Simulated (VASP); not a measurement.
# Ga (P2_1/m) in VASP: notebook

The runs below take Ga through relaxation of cell and atoms, with PBE, PBEsol, RPBE.

Program: VASP 6.6.1. These are calculated values, not measurements. Logs are shortened: lines on timing, memory, paths and dates and some standing lists are left out, and cuts for length are marked.

## (1) The cell of the first run

Symmetry: P2_1/m, No. 11, monoclinic system. Conventional cell: a = 2.778 Å, b = 3.282 Å, c = 4.210 Å, α = 90.00°, β = 108.61°, γ = 90.00°. Within 3.6 Å of Ga (site symmetry m) lie 10 Ga at 2.71 to 3.28 Å.

## (2) Relaxation of cell and atoms, PBE

INCAR reads:

```
SYSTEM = Ga
  ALGO = Fast
  EDIFF = 1E-6
  EDIFFG = -0.01
  ENCUT = 600
  GGA = PE
  IBRION = 2
  ISIF = 3
  ISMEAR = -1
  LASPH = .True.
  LCHARG = .False.
  LREAL = .False.
  LWAVE = .False.
  NELM = 100
  NSW = 60
  PREC = Accurate
  SIGMA = 0.05
```

KPOINTS reads:

```
k-points
0
Gamma
  10 8 7
  0 0 0
```

POSCAR reads:

```
Ga
1.0
    2.7784220849      0.0000000000      0.0000000000
    0.0000000000      3.2816087900      0.0000000000
   -1.3434310986      0.0000000000      3.9902731763
Ga
2
Direct
    0.1345962700      0.7500000000      0.7701668300
    0.8654037300      0.2500000000      0.2298331700
```

Potentials or basis: VASP PAW PBE potentials, release 64 (Ga_d).

Started as:

```console
$ cat potpaw_PBE.64/Ga_d/POTCAR > POTCAR
$ mpirun -np 1 vasp_std > vasp.out
```

OUTCAR:

```text
SYSTEM = Ga
   EDIFF = 1E-6
   EDIFFG = -0.01
   ENCUT = 600
   GGA = PE
   IBRION = 2
   ISIF = 3
   ISMEAR = -1
   LASPH = .True.
   LREAL = .False.
   NELM = 100
   NSW = 60
   PREC = Accurate

 ion  position               nearest neighbor table
   1  0.135  0.750  0.770-   2 2.71   2 2.71   2 2.81   2 2.81   2 2.84   2 2.84
   2  0.865  0.250  0.230-   1 2.71   1 2.71   1 2.81   1 2.81   1 2.84   1 2.84

  LATTYP: Found a simple monoclinic cell.
 ALAT       =     2.7784220849
 B/A-ratio  =     1.1811052064
 C/A-ratio  =     1.5153762184
 COS(beta)  =    -0.3190778872

  Lattice vectors:

 A1 = (   2.7784220849,   0.0000000000,   0.0000000000)
 A2 = (   0.0000000000,   3.2816087900,   0.0000000000)
 A3 = (  -1.3434310986,   0.0000000000,   3.9902731763)

Analysis of symmetry for initial positions (statically):
=====================================================================
 Subroutine PRICEL returns:
 Original cell was already a primitive cell.

 Routine SETGRP: Setting up the symmetry group for a
 simple monoclinic supercell.

 Subroutine GETGRP returns: Found  4 space group operations
 (whereof  2 operations were pure point group operations)
 out of a pool of  4 trial point group operations.

The static configuration has the point symmetry S_2 .
 The point group associated with its full space group is C_2h.

Analysis of symmetry for dynamics (positions and initial velocities):
=====================================================================
 Subroutine PRICEL returns:
 Original cell was already a primitive cell.

 Routine SETGRP: Setting up the symmetry group for a
 simple monoclinic supercell.

 Subroutine GETGRP returns: Found  4 space group operations
 (whereof  2 operations were pure point group operations)
 out of a pool of  4 trial point group operations.

The dynamic configuration has the point symmetry S_2 .
 The point group associated with its full space group is C_2h.

 Subroutine INISYM returns: Found  4 space group operations
 (whereof  2 operations are pure point group operations),
 and found     1 'primitive' translations

----------------------------------------------------------------------------------------

                                     Primitive cell

  volume of cell :      36.3821

  direct lattice vectors                    reciprocal lattice vectors
     2.778422085  0.000000000  0.000000000     0.359916517  0.000000000  0.121175424
     0.000000000  3.281608790  0.000000000     0.000000000  0.304728584  0.000000000
    -1.343431099  0.000000000  3.990273176     0.000000000  0.000000000  0.250609408

  length of vectors
     2.778422085  3.281608790  4.210354752     0.379767538  0.304728584  0.250609408

  position of ions in fractional coordinates (direct lattice)
     0.134596270  0.750000000  0.770166830
     0.865403730  0.250000000  0.229833170

  ion indices of the primitive-cell ions
   primitive index   ion index
                 1           1
                 2           2

----------------------------------------------------------------------------------------

 KPOINTS: k-points

Automatic generation of k-mesh.
 Grid dimensions read from file:
 generate k-points for:   10    8    7

 Generating k-lattice:

  Cartesian coordinates                     Fractional coordinates (reciprocal lattice)
     0.035991652  0.000000000  0.012117542     0.100000000  0.000000000 -0.000000000
     0.000000000  0.038091073  0.000000000     0.000000000  0.125000000  0.000000000
     0.000000000  0.000000000  0.035801344     0.000000000  0.000000000  0.142857143

  Length of vectors
     0.037976754  0.038091073  0.035801344

  Shift w.r.t. Gamma in fractional coordinates (k-lattice)
     0.000000000  0.000000000  0.000000000

 Subroutine IBZKPT returns following result:
 ===========================================

 Found    180 irreducible k-points:

 Following reciprocal coordinates:
            Coordinates               Weight
  0.000000  0.000000  0.000000      1.000000
  0.100000  0.000000  0.000000      2.000000
  0.200000  0.000000  0.000000      2.000000
  0.300000  0.000000  0.000000      2.000000
  0.400000  0.000000 -0.000000      2.000000
  0.500000  0.000000  0.000000      1.000000
[... 16 lines left out ...]
  0.400000  0.375000 -0.000000      4.000000
  0.500000  0.375000  0.000000      2.000000
 [... further k-points ...]
   k-points           NKPTS =    180   k-points in BZ     NKDIM =    180   number of bands    NBANDS=     17
   number of dos      NEDOS =    301   number of ions     NIONS =      2
   total plane-waves  NPLWV =  24192
   dimension x,y,z NGX =    24 NGY =   28 NGZ =   36
   dimension x,y,z NGXF=    48 NGYF=   56 NGZF=   72
   ions per type =               2
   NGX,Y,Z   is equivalent  to a cutoff of  14.36, 14.18, 14.21 a.u.
   NGXF,Y,Z  is equivalent  to a cutoff of  28.72, 28.37, 28.43 a.u.
 SYSTEM =  Ga
   PREC   = accura    normal or accurate (medium, high low for compatibility)
[... 25 lines left out ...]
   IALGO  =     68    algorithm
   IMIX   =      4    mixing-type and parameters
     AMIX     =   0.40;   BMIX     =  1.00
     AMIX_MAG =   1.60;   BMIX_MAG =  1.00
  volume/ion in A,a.u.               =      18.19       122.76
  Fermi-wavevector in a.u.,A,eV,Ry     =   1.463648  2.765894 29.147302  2.142266
  Thomas-Fermi vector in A             =   2.579718
   LORBIT       =      0    0 simple, 1 ext, 2 COOP (PROOUT), +10 PAW based schemes
   GGA     = PE    functional components
   LHFCALC =     F    Hartree Fock is set to
   AEXX    =    0.0000 exact exchange contribution
   IVDW    =     0    specifies the selected vdW correction
   LEPSILON=     F    determine dielectric tensor
   LRPA    =     F    only Hartree local field effects (RPA)
 conjugate gradient relaxation of ions
 non-spin polarized calculation
 RMM-DIIS sequential band-by-band and
  energy-cutoff  :      600.00
  volume of cell :       36.38
 maximum number of plane-waves:      1241
 NGX is ok and might be reduce to    24
   NGX = 11   NGY = 13   NGZ = 17

--------------------------------------- Ionic step        1  -------------------------------------------

 number of electron      26.0000008 magnetization

 Free energy of the ion-electron system (eV)
  ---------------------------------------------------
  ext. energy  EPLUGINS =         0.00000000
  ---------------------------------------------------
  free energy    TOTEN  =        -5.77505076 eV

  energy without entropy =       -5.77093199  energy(sigma->0) =       -5.77299137

------------------------ aborting loop because EDIFF is reached ----------------------------------------

  FORCE on cell =-STRESS in cart. coord.  units (eV):
  Direction    XX          YY          ZZ          XY          YZ          ZX
  --------------------------------------------------------------------------------------
  -------------------------------------------------------------------------------------
  Total        0.8827790      0.4538584      0.8461945      0.0000000      0.0000000     -0.0932283
  in kB       38.8754041     19.9868036     37.2643140      0.0000000      0.0000000     -4.1055439
  external PRESSURE =      32.0421739 kB  Pullay stress =       0.0000000 kB
[... 89 lines left out ...]
  FREE ENERGIE OF THE ION-ELECTRON SYSTEM (eV)
  ---------------------------------------------------
  free  energy   TOTEN  =        -5.7978048585 eV

  energy  without entropy=       -5.7944279431  energy(sigma->0) =       -5.79611640

[... ionic steps 4 to 24 ...]

--------------------------------------- Ionic step       25  -------------------------------------------

 number of electron      25.9999997 magnetization

------------------------ aborting loop because EDIFF is reached ----------------------------------------

  FORCE on cell =-STRESS in cart. coord.  units (eV):
  Direction    XX          YY          ZZ          XY          YZ          ZX
  --------------------------------------------------------------------------------------
  -------------------------------------------------------------------------------------
  Total       -0.0504710     -0.0698331     -0.0390192      0.0000000      0.0000000     -0.0072143
  in kB       -2.0995226     -2.9049600     -1.6231447      0.0000000      0.0000000     -0.3001050
  external PRESSURE =      -2.2092091 kB  Pullay stress =       0.0000000 kB
[... 57 lines left out ...]
  energy  without entropy=       -5.7976650194  energy(sigma->0) =       -5.79952223

--------------------------------------- Ionic step       27  -------------------------------------------

 number of electron      25.9999996 magnetization

 Free energy of the ion-electron system (eV)
  ---------------------------------------------------
  ext. energy  EPLUGINS =         0.00000000
  ---------------------------------------------------
  free energy    TOTEN  =        -5.80143234 eV

  energy without entropy =       -5.79765069  energy(sigma->0) =       -5.79954152

 E-fermi :   5.2926     XC(G=0): -10.8767

 val. band max:        5.2524178639   @ k =   0.3000   0.0000   0.0000
 cond. band min:       5.3736213144   @ k =   0.5000   0.2500   0.0000
 fundamental gap:      0.1212034505
 Fermi energy:         5.2926039087

 k-point     1 :       0.0000    0.0000    0.0000
  band No.  band energies     occupation
      1      -9.7619      2.00000
      2      -9.7460      2.00000
      3      -9.7002      2.00000
      4      -9.6947      2.00000
      5      -9.4790      2.00000
      6      -9.4714      2.00000
[... 9 lines left out ...]
     16      13.9030      0.00000
     17      14.9598      0.00000
[... 443 lines left out ...]
      1      -9.7463      2.00000
      2      -9.6929      2.00000
      3      -9.6606      2.00000
      4      -9.6485      2.00000
      5      -9.5247      2.00000
      6      -9.4706      2.00000
[... 9 lines left out ...]
     16       7.0901      0.00000
     17      10.2782      0.00000

 [... further k-points ...]

------------------------ aborting loop because EDIFF is reached ----------------------------------------

  FORCE on cell =-STRESS in cart. coord.  units (eV):
  Direction    XX          YY          ZZ          XY          YZ          ZX
  --------------------------------------------------------------------------------------
  -------------------------------------------------------------------------------------
  Total       -0.0080024     -0.0198737     -0.0078536      0.0000000      0.0000000     -0.0031206
  in kB       -0.3334066     -0.8280039     -0.3272069      0.0000000      0.0000000     -0.1300145
  external PRESSURE =      -0.4962058 kB  Pullay stress =       0.0000000 kB
[... 17 lines left out ...]
  FREE ENERGIE OF THE ION-ELECTRON SYSTEM (eV)
  ---------------------------------------------------
  free  energy   TOTEN  =        -5.8014323446 eV

  energy  without entropy=       -5.7976506905  energy(sigma->0) =       -5.79954152

 reached required accuracy - stopping structural energy minimisation
```

Wall time 33 min (1 thread of Intel Xeon 8259CL, shared host); peak memory 0.27 GiB.

What came out:

```yaml
Free_energy: -5.8014 eV
Relaxed_volume: 19.23 Å³/atom
Relaxed_cell: a = 2.847 Å, b = 3.273 Å, c = 4.382 Å, α = 90.00°, β = 109.63°, γ = 90.00°
Space_group_after_relaxing_to_0.1_Å: P2_1/m (No. 11)
Energy_gained_by_relaxing: 13.2 meV/atom
Ionic_steps: 27
Pressure_after_relaxing: 0.0 GPa
Largest_force_after_relaxing: 0.005 eV/Å
Band_gap_on_the_k_mesh: zero (bands 13 and 14 overlap by 8.41 eV)
```

Forces on the atoms (eV/Å):
```
Ga  -0.005  0.000 -0.001
Ga   0.005  0.000  0.001
```

The path:
```csv
step,energy change (eV),largest force (eV/Å),pressure (GPa),volume (Å³)
1,0.0000,0.0839,3.20,36.38
2,-0.0226,0.0184,0.43,38.33
3,-0.0228,0.0115,-0.41,38.80
4,-0.0229,0.0170,-0.27,38.67
5,-0.0229,0.0193,-0.15,38.61
6,-0.0244,0.0105,-0.11,38.57
7,-0.0252,0.0152,-0.05,38.53
8,-0.0254,0.0278,0.05,38.44
9,-0.0255,0.0200,0.00,38.47
10,-0.0258,0.0115,0.05,38.47
11,-0.0260,0.0134,0.02,38.46
12,-0.0260,0.0147,0.00,38.46
13,-0.0261,0.0102,0.06,38.45
14,-0.0261,0.0117,0.02,38.45
15,-0.0262,0.0103,0.06,38.45
16,-0.0262,0.0110,0.01,38.45
17,-0.0262,0.0116,0.03,38.45
18,-0.0262,0.0186,0.02,38.45
19,-0.0262,0.0119,0.01,38.45
20,-0.0262,0.0083,0.06,38.47
21,-0.0263,0.0048,-0.11,38.52
22,-0.0263,0.0145,-0.07,38.51
23,-0.0263,0.0037,-0.13,38.52
24,-0.0263,0.0149,-0.15,38.51
25,-0.0263,0.0047,-0.22,38.52
26,-0.0263,0.0128,-0.06,38.51
27,-0.0264,0.0051,-0.05,38.46
```

Final structure:
```
Ga
1.0
     2.84654    0.00000   -0.03330
     0.00000    3.27268    0.00000
    -1.42387    0.00000    4.14461
Ga
2
Cartesian
  -0.7294 2.4545 3.1799
  2.1520 0.8182 0.9314
```

Levels at points of the mesh, in eV from the Fermi level:
```csv
k point,band 11,band 12,band 13,band 14,band 15,band 16
"(0.00, 0.00, 0.00)",-10.93,-2.11,-1.79,2.37,6.03,8.61
"(0.50, 0.00, 0.00)",-6.12,-5.00,-1.59,-0.31,6.39,6.43
"(0.00, 0.50, 0.00)",-7.37,-7.37,1.67,1.67,2.36,2.36
"(0.50, 0.50, 0.00)",-2.75,-2.75,-1.48,-1.48,1.92,1.92
```

## (3) Relaxation of cell and atoms, PBEsol

INCAR reads:

```
ALGO = Fast
EDIFF = 1E-6
EDIFFG = -0.01
ENCUT = 600
GGA = PS
IBRION = 2
ISIF = 3
ISMEAR = -1
LASPH = T
LCHARG = F
LREAL = F
LWAVE = F
NELM = 60
NSW = 60
PREC = Accurate
SIGMA = 0.05
```

KPOINTS reads:

```
k-points
0
Gamma
  10 8 7
```

POSCAR is that of step 2.

Potentials or basis: VASP PAW PBE potentials, release 64 (Ga_d).

Started as:

```console
$ cat potpaw_PBE.64/Ga_d/POTCAR > POTCAR
$ mpirun -np 1 vasp_std > vasp.out
```

Run time: 33 min. Hardware: 1 thread of Intel Xeon 8259CL, shared host; peak memory 0.26 GiB.

Results (log left out):

* Free energy: -6.6995 eV
* Relaxed volume: 17.97 Å³/atom
* Relaxed cell: a = 2.769 Å, b = 3.190 Å, c = 4.319 Å, α = 90.00°, β = 109.56°, γ = 90.00°
* Space group after relaxing (to 0.1 Å): Cmcm (No. 63)
* Energy gained by relaxing: 3.3 meV/atom
* Ionic steps: 24
* Pressure after relaxing: 0.0 GPa
* Largest force after relaxing: 0.006 eV/Å
* Band gap on the k mesh: zero (bands 13 and 14 overlap by 9.01 eV)

Forces in eV/Å, atoms in the order of the input:
```
Ga  -0.006  0.000 -0.001
Ga   0.006  0.000  0.001
```

The path:
```tsv
step	energy change (eV)	largest force (eV/Å)	pressure (GPa)	volume (Å³)
1	0.0000	0.0707	-0.70	36.38
2	-0.0033	0.0244	0.07	35.97
3	-0.0039	0.0119	0.47	35.74
4	-0.0050	0.0224	0.10	35.91
5	-0.0051	0.0265	0.10	35.97
6	-0.0051	0.0337	-0.16	36.08
7	-0.0052	0.0280	0.00	36.02
8	-0.0055	0.0106	-0.05	36.05
9	-0.0057	0.0233	-0.06	36.08
10	-0.0057	0.0635	-0.23	36.15
11	-0.0057	0.0342	-0.18	36.11
12	-0.0060	0.0344	0.19	36.03
13	-0.0061	0.0355	0.11	36.01
14	-0.0062	0.0359	-0.02	35.98
15	-0.0063	0.0360	0.23	35.93
16	-0.0064	0.0225	-0.08	35.95
17	-0.0065	0.0205	0.02	35.96
18	-0.0065	0.0153	-0.20	35.97
19	-0.0065	0.0283	-0.05	35.97
20	-0.0065	0.0181	-0.03	35.97
21	-0.0065	0.0094	0.16	35.96
22	-0.0065	0.0114	0.00	35.96
23	-0.0065	0.0097	-0.04	35.96
24	-0.0065	0.0058	-0.04	35.95
```

Final structure:
```xyz
2
Lattice="2.7689 0.0000 -0.0370 0.0000 3.1896 0.0000 -1.3915 0.0000 4.0891" Properties=species:S:1:pos:R:3 pbc="T T T"
Ga   -0.7099    2.3922    3.1362
Ga    2.0873    0.7974    0.9160
```

Levels at points of the mesh, in eV from the Fermi level:
```tsv
k point	band 11	band 12	band 13	band 14	band 15	band 16
(0.00, 0.00, 0.00)	-11.49	-2.46	-1.84	2.49	6.25	9.18
(0.50, 0.00, 0.00)	-6.23	-5.31	-1.83	-0.34	6.69	6.93
(0.00, 0.50, 0.00)	-7.70	-7.70	1.57	1.57	2.32	2.32
(0.50, 0.50, 0.00)	-2.69	-2.69	-1.55	-1.55	1.89	1.89
```

Caveat: the PAW data sets were made with another functional, which shifts forces and pressure a little.

## (4) Relaxation of cell and atoms, RPBE

INCAR reads:

```
ALGO = Fast ; EDIFF = 1E-6
EDIFFG = -0.01 ; ENCUT = 600
GGA = RP ; IBRION = 2
ISIF = 3 ; ISMEAR = -1
LASPH = True ; LCHARG = False
LREAL = False ; LWAVE = False
NELM = 100 ; NSW = 60
PREC = Accurate ; SIGMA = 0.05
```

KPOINTS is that of step 3.

POSCAR is that of step 3.

Started as:

```console
$ cat potpaw_PBE.64/Ga_d/POTCAR > POTCAR
$ mpirun -np 1 vasp_std > vasp.out
```

It took 28 min on 1 thread of Intel Xeon 8259CL, shared host; peak memory 0.27 GiB.

The run converged. Its results:

```yaml
Free_energy: -5.0902 eV
Relaxed_volume: 19.98 Å³/atom
Relaxed_cell: a = 2.889 Å, b = 3.309 Å, c = 4.440 Å, α = 90.00°, β = 109.74°, γ = 90.00°
Space_group_after_relaxing_to_0.1_Å: P2_1/m (No. 11)
Energy_gained_by_relaxing: 31.0 meV/atom
Ionic_steps: 26
Pressure_after_relaxing: 0.0 GPa
Largest_force_after_relaxing: 0.010 eV/Å
Band_gap_on_the_k_mesh: zero (bands 13 and 14 overlap by 8.10 eV)
```

Forces on the atoms (eV/Å):
```
Ga  -0.007  0.000  0.006
Ga   0.007  0.000 -0.006
```

Stress tensor (GPa, compression positive):
```
 0.01  0.00 -0.01
 0.00 -0.06  0.00
-0.01  0.00  0.06
```

Step by step:
```tsv
step	energy change (eV)	largest force (eV/Å)	pressure (GPa)	volume (Å³)
1	0.0000	0.0898	5.32	36.38
2	-0.0572	0.0129	0.23	39.65
3	-0.0578	0.0105	-0.10	39.96
4	-0.0578	0.0095	-0.09	40.03
5	-0.0578	0.0096	-0.25	40.18
6	-0.0597	0.0092	-0.15	40.15
7	-0.0609	0.0121	-0.13	40.13
8	-0.0610	0.0228	-0.07	40.06
9	-0.0613	0.0173	-0.09	40.09
10	-0.0615	0.0111	0.16	39.99
11	-0.0615	0.0130	0.02	39.98
12	-0.0615	0.0115	0.03	39.97
13	-0.0615	0.0125	0.18	39.95
14	-0.0616	0.0133	-0.13	40.01
15	-0.0616	0.0184	-0.01	40.01
16	-0.0617	0.0122	-0.09	40.01
17	-0.0618	0.0105	-0.06	40.02
18	-0.0619	0.0132	-0.07	40.04
19	-0.0619	0.0099	-0.21	40.00
20	-0.0620	0.0078	0.22	39.89
21	-0.0620	0.0176	0.28	39.93
22	-0.0619	0.0180	0.22	39.96
23	-0.0620	0.0087	0.19	39.96
24	-0.0620	0.0115	0.05	39.96
25	-0.0620	0.0099	0.01	39.96
26	-0.0620	0.0095	0.00	39.95
```

Final structure:
```
Ga
1.0
     2.88881    0.00000   -0.03576
     0.00000    3.30945    0.00000
    -1.44783    0.00000    4.19697
Ga
2
Cartesian
  -0.7426 2.4821 3.2195
  2.1836 0.8274 0.9417
```

Levels at points of the mesh, in eV from the Fermi level:
```csv
k point,band 10,band 11,band 12,band 13,band 14,band 15,band 16,band 17
"(0.00, 0.00, 0.00)",-14.61,-10.64,-2.00,-1.82,2.39,5.94,8.33,9.36
"(0.50, 0.00, 0.00)",-14.63,-6.03,-4.85,-1.52,-0.36,6.23,6.29,8.67
"(0.00, 0.50, 0.00)",-14.67,-7.17,-7.17,1.67,1.67,2.31,2.31,10.57
"(0.50, 0.50, 0.00)",-14.63,-2.73,-2.73,-1.42,-1.42,1.89,1.89,4.07
```

Caveat: the PAW data sets were made with another functional, which shifts forces and pressure a little.

## (5) The runs side by side

```csv
level,gap on the mesh (eV),pressure (GPa),relaxed volume (Å³/atom),largest force (eV/Å)
PBE,none,0.0,19.23,0.01
PBEsol,none,0.0,17.97,0.01
RPBE,none,0.0,19.98,0.01
```

Alike in all rows: task relaxation of cell and atoms; potentials or basis VASP PAW PBE potentials, release 64 (Ga_d); no spin polarisation; cell relaxed; k mesh 10 × 8 × 7; cutoff (eV) 600; smearing fermi-dirac 0.05 eV.

Caveats: the PAW data sets were made with another functional, which shifts forces and pressure a little (at least some runs).

Absolute energies hang on the potentials; compare differences alone.
